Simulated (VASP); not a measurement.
Set up this calculation in VASP 6.6.1, as the native input.

- Task: single point
- Functional: PBE
- Potentials or basis: VASP PAW PBE potentials, release 64 (Na_pv)
- Cutoff: 520 eV
- k mesh: 12 × 12 × 2
- Occupations: gaussian, width 0.1 eV
- Spin: no spin polarisation
- Dipole correction: no
- Further INCAR settings: ALGO = Fast; EDIFF = 1e-06; NBANDS = 38

The structure of Na lies in POSCAR:

```
Na
1.0
    3.7539718824     -0.0000000289      0.0000000000
   -1.8769859162      3.2510350297      0.0000000000
    0.0000000000      0.0000000000     24.2919426000
Na
8
Direct
    0.3333333333      0.6666666667      0.7500000000
    0.6666666667      0.3333333333      0.8749890000
    0.0000000000      0.0000000000      0.0000000000
    0.3333333333      0.6666666667      0.1250110000
    0.6666666667      0.3333333333      0.2500000000
    0.3333333333      0.6666666667      0.3749890000
    0.0000000000      0.0000000000      0.5000000000
    0.6666666667      0.3333333333      0.6250110000
```

One way to write it, as run:

INCAR

```
  PREC = Accurate
  ENCUT = 520
  EDIFF = 1E-6
  ISMEAR = 0
  SIGMA = 0.1
  LREAL = F
  LASPH = T
  NELM = 80
  ALGO = Fast
  ISIF = 2
  LWAVE = F
  LCHARG = F
  GGA = PE
  NBANDS = 38
```

KPOINTS

```
Automatic mesh
0
Gamma
  12 12 2
```

Potentials or basis: VASP PAW PBE potentials, release 64 (Na_pv).

Command:

```sh
$ cat potpaw_PBE.64/Na_pv/POTCAR > POTCAR
$ mpirun -np 1 vasp_std > vasp.out
```

It gave:

| Property | Result |
| --- | --- |
| Pressure | 0.0 GPa |
| Band gap on the k mesh | zero (band 28 reaches 1.81 eV, above the bottom of band 29 at -1.91 eV) |

It took 10 min on 1 thread of AMD EPYC 7R13 Processor (Zen 3) (shared host), peak memory 0.51 GiB.
